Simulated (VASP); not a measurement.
The system is Tl.

```xyz
2
Lattice="3.4560 0.0000 0.0000 -1.7280 2.9930 0.0000 0.0000 0.0000 5.5250" Properties=species:S:1:pos:R:3 pbc="T T T"
Tl    1.7280    0.9977    4.1438
Tl    0.0000    1.9953    1.3813
```

```yaml
Program: VASP 6.6.1
Task: relaxation of cell and atoms
Functional: LDA
Potentials_or_basis: VASP PAW LDA potentials, release 64 (Tl_d)
Cutoff: 600 eV
k_mesh: 9 × 9 × 5
Occupations: fermi-dirac, width 0.05 eV
Spin: no spin polarisation
```

At the start: pressure -1.5 GPa; volume 28.57 Å³/atom.

Q: How do energy, volume and symmetry change on relaxing?

A: Over 9 steps the energy falls by 9.9 meV/atom and the volume is 27.41 Å³/atom (-4.1 %); space group P6_3/mmc (No. 194, to 0.05 Å).

The path:
| step | energy change (eV) | largest force (eV/Å) | pressure (GPa) | volume (Å³) |
| --- | --- | --- | --- | --- |
| 1 | 0.0000 | 0.0000 | -1.45 | 57.15 |
| 2 | -0.0130 | 0.0000 | -0.04 | 55.03 |
| 3 | -0.0133 | 0.0000 | 0.21 | 54.70 |
| 4 | -0.0160 | 0.0000 | 0.16 | 54.71 |
| 5 | -0.0197 | 0.0000 | 0.08 | 54.71 |
| 6 | -0.0197 | 0.0000 | 0.08 | 54.71 |
| 7 | -0.0197 | 0.0000 | 0.08 | 54.71 |
| 8 | -0.0198 | 0.0000 | -0.06 | 54.89 |
| 9 | -0.0198 | 0.0000 | 0.00 | 54.81 |

Final structure:
```yaml
crystal:
  lattice:
    - [3.34775, 0.00000, 0.00000]
    - [-1.67388, 2.89924, 0.00000]
    - [0.00000, 0.00000, 5.64753]
  atoms:
    - { symbol: Tl, position: [0.66667, 0.33333, 0.75000] }
    - { symbol: Tl, position: [0.33333, 0.66667, 0.25000] }
```

The cell as given is a measured one (28.57 Å³/atom); LDA puts the equilibrium volume -4.1 % from it, thermal expansion not counted.
